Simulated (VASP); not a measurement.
Wanted: the native input for a VASP 6.6.1 run.

```
Task                   : single point
Functional             : PBE
Dispersion             : D3(BJ)
Potentials or basis    : VASP PAW PBE potentials, release 64 (Ti_sv, Si)
Cutoff                 : 520 eV
k mesh                 : 6 × 6 × 1
Occupations            : gaussian, width 0.1 eV
Spin                   : no spin polarisation
Dipole correction      : yes
Further INCAR settings : ALGO = Normal; EDIFF = 1e-06; NBANDS = 86
```

The structure of Ti12Si lies in POSCAR:

```
Ti12Si
1.0
    5.7099611434      0.0000000000      0.0000000000
   -2.8549805717      4.9449714048      0.0000000000
    0.0000000000      0.0000000000     21.5932633302
Ti Si
12 1
Direct
    0.3333333333      0.1666666667      0.1852429593
    0.3333333333      0.6666666667      0.1852429593
    0.8333333333      0.1666666667      0.1852429593
    0.8333333333      0.6666666667      0.1852429593
    0.1666666667      0.3333333333      0.2894365806
    0.1666666667      0.8333333333      0.2894365806
    0.6666666667      0.3333333333      0.2894365806
    0.6666666667      0.8333333333      0.2894365806
    0.0000000000      0.0000000000      0.3933293083
    0.0000000000      0.5000000000      0.3933293083
    0.5000000000      0.0000000000      0.3933293083
    0.5000000000      0.5000000000      0.3933293083
    0.0000000000      0.0000000000      0.5091061579
```

One way to write it, as run:

INCAR

```
ALGO = Normal ; DIPOL = 0.5 0.5 0.306
EDIFF = 1E-6 ; ENCUT = 520
GGA = PE ; IDIPOL = 3
ISIF = 2 ; ISMEAR = 0
IVDW = 12 ; LASPH = True
LCHARG = False ; LDIPOL = True
LREAL = False ; LWAVE = False
NBANDS = 86 ; NELM = 100
PREC = Accurate ; SIGMA = 0.1
```

KPOINTS

```
k-points
0
Gamma
  6 6 1
```

Potentials or basis: VASP PAW PBE potentials, release 64 (Ti_sv, Si).

Command:

```console
$ cat potpaw_PBE.64/Ti_sv/POTCAR potpaw_PBE.64/Si/POTCAR > POTCAR
$ mpirun -np 1 vasp_std > vasp.out
```

It gave:

```
Largest force              : 1.463 eV/Å
Band gap on the k mesh     : zero (bands 74 and 75 overlap by 0.69 eV)
Dispersion energy per atom : -0.432 eV
```

It took 19 min on 1 thread of Intel(R) Xeon(R) Platinum 8559C (Emerald Rapids), with other jobs on the host, peak memory 0.71 GiB.
